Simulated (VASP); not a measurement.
# Cs (P6/mmm) in VASP: notebook

The runs below take Cs through relaxation of shape and atoms at fixed volume, relaxation of cell and atoms, with PBE.

Everything below comes from runs of VASP 6.6.1. Logs are shortened: lines on timing, memory, paths and dates and some standing lists are left out, and cuts for length are marked.

## 1. The cell of the first run

The structure is hexagonal, space group P6/mmm (No. 191). The conventional cell has a = 4.470 Å, b = 4.470 Å, c = 4.202 Å, α = 90.00°, β = 90.00°, γ = 120.00°. Within 5.5 Å of Cs (site symmetry 6/mmm) lie 8 Cs at 4.20 to 4.47 Å.

This isn't the form of Cs at room conditions, which is bcc.

## 2. Relaxation of shape and atoms at fixed volume, PBE

File INCAR:

```
SYSTEM = Cs
PREC     = Accurate       ! precision mode
ENCUT    = 600            ! plane-wave cutoff, eV
EDIFF    = 1E-6           ! SCF threshold, eV
ISMEAR   = -1             ! smearing method
SIGMA    = 0.08           ! smearing width, eV
LREAL    = .FALSE.        ! projectors in reciprocal space
LASPH    = .TRUE.         ! aspherical terms in the spheres
NELM     = 100            ! most SCF steps
ALGO     = Normal         ! electronic algorithm
ISIF     = 4              ! what is computed and relaxed
LWAVE    = .FALSE.        ! write WAVECAR
LCHARG   = .FALSE.        ! write CHGCAR
GGA      = PE             ! functional
IBRION   = 2              ! ionic algorithm
NSW      = 50             ! ionic steps
EDIFFG   = -0.005         ! ionic threshold
```

File KPOINTS:

```
regular mesh
0
G
  8 8 8
  0 0 0
```

File POSCAR:

```
Cs
1.0
    4.4703845690      0.0000000000      0.0000000000
   -2.2351922845      3.8714666014      0.0000000000
    0.0000000000      0.0000000000      4.2021614948
Cs
1
Direct
    0.0000000000      0.0000000000      0.0000000000
```

Potentials or basis: VASP PAW PBE potentials, release 64 (Cs_sv).

Launch:

```sh
$ cat potpaw_PBE.64/Cs_sv/POTCAR > POTCAR
$ mpirun -np 1 vasp_std > vasp.out
```

OUTCAR:

```text
SYSTEM = Cs
   PREC = Accurate
   ENCUT = 600
   EDIFF = 1E-6
   ISMEAR = -1
   LREAL = .FALSE.
   LASPH = .TRUE.
   NELM = 100
   ISIF = 4
   GGA = PE
   IBRION = 2
   NSW = 50
   EDIFFG = -0.005

 ion  position               nearest neighbor table
   1  0.000  0.000  0.000-

  LATTYP: Found a hexagonal cell.
 ALAT       =     4.4703845690
 C/A-ratio  =     0.9400000000

  Lattice vectors:

 A1 = (   4.4703845690,   0.0000000000,   0.0000000000)
 A2 = (  -2.2351922845,   3.8714666014,   0.0000000000)
 A3 = (   0.0000000000,   0.0000000000,   4.2021614948)

Analysis of symmetry for initial positions (statically):
=====================================================================
 Subroutine PRICEL returns:
 Original cell was already a primitive cell.

 Routine SETGRP: Setting up the symmetry group for a
 hexagonal supercell.

 Subroutine GETGRP returns: Found 24 space group operations
 (whereof 24 operations were pure point group operations)
 out of a pool of 24 trial point group operations.

The static configuration has the point symmetry D_6h.

Analysis of symmetry for dynamics (positions and initial velocities):
=====================================================================
 Subroutine PRICEL returns:
 Original cell was already a primitive cell.

 Routine SETGRP: Setting up the symmetry group for a
 hexagonal supercell.

 Subroutine GETGRP returns: Found 24 space group operations
 (whereof 24 operations were pure point group operations)
 out of a pool of 24 trial point group operations.

The dynamic configuration has the point symmetry D_6h.

 Subroutine INISYM returns: Found 24 space group operations
 (whereof 24 operations are pure point group operations),
 and found     1 'primitive' translations

----------------------------------------------------------------------------------------

                                     Primitive cell

  volume of cell :      72.7266

  direct lattice vectors                    reciprocal lattice vectors
     4.470384569  0.000000000  0.000000000     0.223694401  0.129150023  0.000000000
    -2.235192285  3.871466601  0.000000000     0.000000000  0.258300046  0.000000000
     0.000000000  0.000000000  4.202161495     0.000000000  0.000000000  0.237972767

  length of vectors
     4.470384569  4.470384569  4.202161495     0.258300046  0.258300046  0.237972767

  position of ions in fractional coordinates (direct lattice)
     0.000000000  0.000000000  0.000000000

  ion indices of the primitive-cell ions
   primitive index   ion index
                 1           1

----------------------------------------------------------------------------------------

 KPOINTS: regular mesh

Automatic generation of k-mesh.
 Grid dimensions read from file:
 generate k-points for:    8    8    8

 Generating k-lattice:

  Cartesian coordinates                     Fractional coordinates (reciprocal lattice)
     0.027961800  0.016143753  0.000000000     0.125000000 -0.000000000  0.000000000
     0.000000000  0.032287506  0.000000000     0.000000000  0.125000000  0.000000000
     0.000000000  0.000000000  0.029746596     0.000000000  0.000000000  0.125000000

  Length of vectors
     0.032287506  0.032287506  0.029746596

  Shift w.r.t. Gamma in fractional coordinates (k-lattice)
     0.000000000  0.000000000  0.000000000

 Subroutine IBZKPT returns following result:
 ===========================================

 Found     50 irreducible k-points:

 Following reciprocal coordinates:
            Coordinates               Weight
  0.000000  0.000000  0.000000      1.000000
  0.125000  0.000000  0.000000      6.000000
  0.250000  0.000000  0.000000      6.000000
  0.375000  0.000000  0.000000      6.000000
  0.500000  0.000000  0.000000      3.000000
  0.125000  0.125000  0.000000      6.000000
[... 16 lines left out ...]
  0.250000  0.000000  0.250000     12.000000
  0.375000  0.000000  0.250000     12.000000
 [... further k-points ...]
   k-points           NKPTS =     50   k-points in BZ     NKDIM =     50   number of bands    NBANDS=      8
[... 33 lines left out ...]
     0.000000000  0.000000000  4.202161495     0.000000000  0.000000000  0.237972767
[... 106 lines left out ...]
 POSITION                                       TOTAL-FORCE (eV/Angst)
 -----------------------------------------------------------------------------------
      0.00000      0.00000      0.00000         0.000000     -0.000000      0.000000
 -----------------------------------------------------------------------------------
    total drift:                                0.000000     -0.000000     -0.000000

  FREE ENERGIE OF THE ION-ELECTRON SYSTEM (eV)
  ---------------------------------------------------
  free  energy   TOTEN  =        -0.5966060111 eV

  energy  without entropy=       -0.5540142375  energy(sigma->0) =       -0.57531012

--------------------------------------- Ionic step        5  -------------------------------------------

 number of electron       9.0000001 magnetization

 Free energy of the ion-electron system (eV)
  ---------------------------------------------------
  ext. energy  EPLUGINS =         0.00000000
  ---------------------------------------------------
  free energy    TOTEN  =        -0.59671585 eV

  energy without entropy =       -0.55420755  energy(sigma->0) =       -0.57546170

 E-fermi :   1.8590     XC(G=0):  -6.7117

 val. band max:        1.8511783631   @ k =   0.5000   0.0000   0.3750
 cond. band min:       1.8683672480   @ k =   0.2500   0.0000   0.3750
 fundamental gap:      0.0171888849
 Fermi energy:         1.8589920134

 k-point     1 :       0.0000    0.0000    0.0000
  band No.  band energies     occupation
      1     -21.9817      2.00000
      2      -8.5192      2.00000
      3      -8.5192      2.00000
      4      -8.4446      2.00000
      5      -0.1626      2.00000
      6       3.1038      0.00000
      7       4.5241      0.00000
      8       4.5241      0.00000

 k-point     2 :       0.1250    0.0000    0.0000
  band No.  band energies     occupation
      1     -21.9738      2.00000
      2      -8.6216      2.00000
      3      -8.5409      2.00000
      4      -8.4340      2.00000
      5       0.0970      2.00000
      6       3.2276      0.00000
      7       4.0499      0.00000
      8       4.7839      0.00000
[... 221 lines left out ...]
 k-point    23 :       0.2500    0.0000    0.2500
  band No.  band energies     occupation
      1     -21.9242      2.00000
      2      -8.8264      2.00000
      3      -8.7852      2.00000
      4      -8.5518      2.00000
      5       1.3793      1.99503
      6       3.3862      0.00000
      7       4.2889      0.00000
      8       5.1752      0.00000

 k-point    24 :       0.3750    0.0000    0.2500
  band No.  band energies     occupation
      1     -21.9055      2.00000
      2      -9.0086      2.00000
      3      -8.7713      2.00000
      4      -8.6006      2.00000
      5       1.8817      0.85879
      6       2.7690      0.00002
      7       4.7318      0.00000
      8       5.1680      0.00000

 [... further k-points ...]

------------------------ aborting loop because EDIFF is reached ----------------------------------------

  FORCE on cell =-STRESS in cart. coord.  units (eV):
  Direction    XX          YY          ZZ          XY          YZ          ZX
  --------------------------------------------------------------------------------------
  -------------------------------------------------------------------------------------
  Total        0.8227220      0.8227220      0.8168882      0.0000000     -0.0000000      0.0000000
  in kB       18.1246877     18.1246877     17.9961700      0.0000000     -0.0000000      0.0000000
  external PRESSURE =      18.0818485 kB  Pullay stress =       0.0000000 kB

 VOLUME and BASIS-vectors are now :
 -----------------------------------------------------------------------------
  energy-cutoff  :      600.00
  volume of cell :       72.73
      direct lattice vectors                 reciprocal lattice vectors
     4.491090826  0.000000000  0.000000000     0.222663054  0.128554574 -0.000000000
    -2.245545413  3.889398746 -0.000000000     0.000000000  0.257109149 -0.000000000
     0.000000000  0.000000000  4.163502534     0.000000000  0.000000000  0.240182393

 POSITION                                       TOTAL-FORCE (eV/Angst)
 -----------------------------------------------------------------------------------
      0.00000      0.00000      0.00000        -0.000000     -0.000000      0.000000
 -----------------------------------------------------------------------------------
    total drift:                                0.000000      0.000000     -0.000000

  FREE ENERGIE OF THE ION-ELECTRON SYSTEM (eV)
  ---------------------------------------------------
  free  energy   TOTEN  =        -0.5967158456 eV

  energy  without entropy=       -0.5542075509  energy(sigma->0) =       -0.57546170

 reached required accuracy - stopping structural energy minimisation
```

It took 29 s on 1 thread of Intel Xeon 6975P-C (Granite Rapids), shared host; peak memory 0.22 GiB.

Results:

```
Free energy               : -0.5967 eV
Energy gained by relaxing : 0.5 meV/atom
Ionic steps               : 5
Pressure after relaxing   : 1.8 GPa
Band gap on the k mesh    : zero (an odd number of electrons rules out a gap without spin polarisation)
```

The path:
```
step  energy change (eV)  largest force (eV/Å)  pressure (GPa)  volume (Å³)
   1              0.0000                0.0000            1.82        72.73
   2             -0.0003                0.0000            1.82        72.73
   3             -0.0004                0.0000            1.82        72.73
   4             -0.0004                0.0000            1.81        72.73
   5             -0.0005                0.0000            1.81        72.73
```

Final structure:
```
CELL_PARAMETERS angstrom
4.49109 0.00000 0.00000
-2.24555 3.88940 0.00000
0.00000 0.00000 4.16350
ATOMIC_POSITIONS crystal
Cs 0.00000 0.00000 0.00000
```

Caveat: spin-orbit coupling is left out, which moves the levels of the heavy elements.

## 3. Relaxation of shape and atoms at fixed volume, PBE

This run uses another cell than the first one, of 84.85 Å³/atom.

File INCAR:

```
SYSTEM = Cs
ALGO = Normal
EDIFF = 1E-6
EDIFFG = -0.005
ENCUT = 600
GGA = PE
IBRION = 2
ISIF = 4
ISMEAR = -1
LASPH = .True.
LCHARG = .False.
LREAL = .False.
LWAVE = .False.
NELM = 100
NSW = 50
PREC = Accurate
SIGMA = 0.08
```

File KPOINTS:

```
k-points
0
Gamma
  8 8 8
  0 0 0
```

File POSCAR:

```
Cs
1.0
    4.7060927463      0.0000000000      0.0000000000
   -2.3530463731      4.0755958708      0.0000000000
    0.0000000000      0.0000000000      4.4237271815
Cs
1
Direct
    0.0000000000      0.0000000000      0.0000000000
```

Potentials or basis: VASP PAW PBE potentials, release 64 (Cs_sv).

Launch:

```sh
$ cat potpaw_PBE.64/Cs_sv/POTCAR > POTCAR
$ mpirun -np 1 vasp_std > vasp.out
```

It took 23 s on 1 thread of Intel Xeon 6975P-C (Granite Rapids), shared host; peak memory 0.25 GiB.

It converged, with:

```yaml
Free_energy: -0.7068 eV
Energy_gained_by_relaxing: 0.2 meV/atom
Ionic_steps: 3
Pressure_after_relaxing: 1.1 GPa
Band_gap_on_the_k_mesh: zero (an odd number of electrons rules out a gap without spin polarisation)
```

Step by step:
```
step  energy change (eV)  largest force (eV/Å)  pressure (GPa)  volume (Å³)
   1              0.0000                0.0000            1.12        84.85
   2             -0.0001                0.0000            1.12        84.85
   3             -0.0002                0.0000            1.12        84.85
```

Final structure:
```yaml
crystal:
  lattice:
    - [4.72012, 0.00000, 0.00000]
    - [-2.36006, 4.08774, 0.00000]
    - [0.00000, 0.00000, 4.39748]
  atoms:
    - { symbol: Cs, position: [0.00000, 0.00000, 0.00000] }
```

Levels at points of the mesh, in eV from the Fermi level:
| k point | band 3 | band 4 | band 5 | band 6 | band 7 | band 8 |
| --- | --- | --- | --- | --- | --- | --- |
| (0.00, 0.00, 0.00) | -10.51 | -10.47 | -1.96 | 1.29 | 2.56 | 2.56 |
| (0.50, 0.00, 0.00) | -10.60 | -10.42 | -0.17 | 1.08 | 1.50 | 3.41 |
| (0.00, 0.00, 0.50) | -10.46 | -10.46 | -0.16 | 0.70 | 3.11 | 3.11 |
| (0.50, 0.00, 0.50) | -10.84 | -10.55 | 0.01 | 1.07 | 2.67 | 2.97 |

Caveat: spin-orbit coupling is left out, which moves the levels of the heavy elements.

## 4. Relaxation of shape and atoms at fixed volume, PBE

This run uses another cell than the first one, of 96.97 Å³/atom.

File INCAR:

```
SYSTEM = Cs
ALGO = Normal ; EDIFF = 1E-6
EDIFFG = -0.005 ; ENCUT = 600
GGA = PE ; IBRION = 2
ISIF = 4 ; ISMEAR = -1
LASPH = .TRUE. ; LCHARG = .FALSE.
LREAL = .FALSE. ; LWAVE = .FALSE.
NELM = 60 ; NSW = 50
PREC = Accurate ; SIGMA = 0.08
```

File KPOINTS:

```
k-points
0
G
  8 8 8
  0 0 0
```

File POSCAR:

```
Cs
1.0
    4.9202948738      0.0000000000      0.0000000000
   -2.4601474369      4.2611003548      0.0000000000
    0.0000000000      0.0000000000      4.6250771814
Cs
1
Direct
    0.0000000000      0.0000000000      0.0000000000
```

Launch:

```sh
$ cat potpaw_PBE.64/Cs_sv/POTCAR > POTCAR
$ mpirun -np 1 vasp_std > vasp.out
```

Run time: 26 s. Hardware: 1 thread of Intel Xeon 6975P-C (Granite Rapids), shared host; peak memory 0.26 GiB.

Results (log left out):

```yaml
Free_energy: -0.7710 eV
Energy_gained_by_relaxing: 0.1 meV/atom
Ionic_steps: 3
Pressure_after_relaxing: 0.6 GPa
Band_gap_on_the_k_mesh: zero (an odd number of electrons rules out a gap without spin polarisation)
```

Final structure:
```xyz
1
Lattice="4.9311 0.0000 0.0000 -2.4656 4.2705 0.0000 0.0000 0.0000 4.6048" Properties=species:S:1:pos:R:3 pbc="T T T"
Cs   -2.4656    4.2705    0.0000
```

Levels at points of the mesh, in eV from the Fermi level:
```csv
k point,band 2,band 3,band 4,band 5,band 6,band 7,band 8
"(0.00, 0.00, 0.00)",-10.59,-10.59,-10.57,-1.86,1.34,2.50,2.50
"(0.50, 0.00, 0.00)",-10.87,-10.65,-10.54,-0.12,0.87,1.49,3.23
"(0.00, 0.00, 0.50)",-10.92,-10.56,-10.56,-0.21,0.55,2.98,2.98
"(0.50, 0.00, 0.50)",-10.87,-10.82,-10.62,0.20,1.08,2.60,2.67
```

Caveat: spin-orbit coupling is left out, which moves the levels of the heavy elements.

## 5. Relaxation of shape and atoms at fixed volume, PBE

This run uses another cell than the first one, of 109.09 Å³/atom.

File INCAR:

```
PREC = Accurate ; ENCUT = 600
EDIFF = 1E-7 ; ISMEAR = -1
SIGMA = 0.08 ; LREAL = F
LASPH = T ; NELM = 100
ALGO = Normal ; ISIF = 4
LWAVE = F ; LCHARG = F
GGA = PE ; IBRION = 2
NSW = 50 ; EDIFFG = -0.005
```

File KPOINTS:

```
regular mesh
0
Gamma
  8 8 8
```

File POSCAR:

```
Cs
1.0
    5.1173128858      0.0000000000      0.0000000000
   -2.5586564429      4.4317229582      0.0000000000
    0.0000000000      0.0000000000      4.8102741127
Cs
1
Direct
    0.0000000000      0.0000000000      0.0000000000
```

Launch:

```sh
$ cat potpaw_PBE.64/Cs_sv/POTCAR > POTCAR
$ mpirun -np 1 vasp_std > vasp.out
```

It took 40 s on 1 thread of Intel Xeon 6975P-C (Granite Rapids), shared host; peak memory 0.27 GiB.

It converged, with:

```yaml
Free_energy: -0.8022 eV
Energy_gained_by_relaxing: 0.0 meV/atom
Ionic_steps: 3
Pressure_after_relaxing: 0.2 GPa
Band_gap_on_the_k_mesh: zero (an odd number of electrons rules out a gap without spin polarisation)
```

Final structure:
```xyz
1
Lattice="5.1219 0.0000 0.0000 -2.5610 4.4357 0.0000 0.0000 0.0000 4.8016" Properties=species:S:1:pos:R:3 pbc="T T T"
Cs    0.0000    0.0000    0.0000
```

Levels at points of the mesh, in eV from the Fermi level:
```
           k point  band 2  band 3  band 4  band 5  band 6  band 7  band 8
(0.00, 0.00, 0.00)  -10.65  -10.65  -10.64   -1.74    1.38    2.45    2.45
(0.50, 0.00, 0.00)  -10.85  -10.70  -10.62   -0.07    0.75    1.50    3.09
(0.00, 0.00, 0.50)  -10.88  -10.63  -10.63   -0.23    0.46    2.87    2.87
(0.50, 0.00, 0.50)  -10.85  -10.81  -10.67    0.34    1.08    2.45    2.55
```

Caveat: spin-orbit coupling is left out, which moves the levels of the heavy elements.

## 6. Relaxation of cell and atoms, PBE

This run uses another cell than the first one, of 121.21 Å³/atom.

File INCAR:

```
  PREC = Accurate
  ENCUT = 600
  EDIFF = 1E-7
  ISMEAR = -1
  SIGMA = 0.08
  LREAL = F
  LASPH = T
  NELM = 80
  ALGO = Normal
  ISIF = 3
  LWAVE = F
  LCHARG = F
  GGA = PE
  IBRION = 2
  NSW = 60
  EDIFFG = -0.005
```

KPOINTS is that of step 5.

File POSCAR:

```
Cs
1.0
    5.3002269806      0.0000000000      0.0000000000
   -2.6501134903      4.5901312111      0.0000000000
    0.0000000000      0.0000000000      4.9822133618
Cs
1
Direct
    0.0000000000      0.0000000000      0.0000000000
```

Potentials or basis: VASP PAW PBE potentials, release 64 (Cs_sv).

Launch:

```sh
$ cat potpaw_PBE.64/Cs_sv/POTCAR > POTCAR
$ mpirun -np 1 vasp_std > vasp.out
```

Wall time 56 s (1 thread of Intel Xeon 6975P-C (Granite Rapids), shared host); peak memory 0.29 GiB.

It converged, with:

* Free energy: -0.8118 eV
* Relaxed volume: 122.48 Å³/atom
* Relaxed cell: a = 5.316 Å, b = 5.316 Å, c = 5.005 Å, α = 90.00°, β = 90.00°, γ = 120.00°
* Space group after relaxing (to 0.1 Å): P6/mmm (No. 191)
* Energy gained by relaxing: 0.1 meV/atom
* Ionic steps: 4
* Pressure after relaxing: 0.0 GPa
* Band gap on the k mesh: zero (an odd number of electrons rules out a gap without spin polarisation)

Final structure:
```
Cs
1.0
     5.31569    0.00000    0.00000
    -2.65784    4.60352    0.00000
     0.00000    0.00000    5.00529
Cs
1
Direct
  0.00000 0.00000 0.00000
```

Levels at points of the mesh, in eV from the Fermi level:
| k point | band 3 | band 4 | band 5 | band 6 | band 7 | band 8 |
| --- | --- | --- | --- | --- | --- | --- |
| (0.00, 0.00, 0.00) | -10.71 | -10.71 | -1.62 | 1.41 | 2.40 | 2.40 |
| (0.50, 0.00, 0.00) | -10.75 | -10.70 | -0.03 | 0.66 | 1.51 | 2.95 |
| (0.00, 0.00, 0.50) | -10.70 | -10.70 | -0.24 | 0.40 | 2.77 | 2.77 |
| (0.50, 0.00, 0.50) | -10.83 | -10.73 | 0.47 | 1.07 | 2.24 | 2.27 |

Caveat: spin-orbit coupling is left out, which moves the levels of the heavy elements.

## 7. Summary

```tsv
task	cell	gap on the mesh (eV)	pressure (GPa)	relaxed volume (Å³/atom)
relaxation of shape and atoms at fixed volume	relaxed from a = 4.470, b = 4.470, c = 4.202 Å, angles 90.0, 90.0, 120.0°, 1 atom	none	1.8	-
relaxation of shape and atoms at fixed volume	relaxed from a = 4.706, b = 4.706, c = 4.424 Å, angles 90.0, 90.0, 120.0°, 1 atom	none	1.1	-
relaxation of shape and atoms at fixed volume	relaxed from a = 4.920, b = 4.920, c = 4.625 Å, angles 90.0, 90.0, 120.0°, 1 atom	none	0.6	-
relaxation of shape and atoms at fixed volume	relaxed from a = 5.117, b = 5.117, c = 4.810 Å, angles 90.0, 90.0, 120.0°, 1 atom	none	0.2	109.09
relaxation of cell and atoms	relaxed from a = 5.300, b = 5.300, c = 4.982 Å, angles 90.0, 90.0, 120.0°, 1 atom	none	0.0	122.48
```

Alike in all rows: level PBE; potentials or basis VASP PAW PBE potentials, release 64 (Cs_sv); no spin polarisation; k mesh 8 × 8 × 8; cutoff (eV) 600; smearing fermi-dirac 0.08 eV.

Caveats: spin-orbit coupling is left out, which moves the levels of the heavy elements.

Absolute energies hang on the potentials; compare differences alone.

The gap in the log of VASP goes by the Fermi energy; the results here count the filled bands.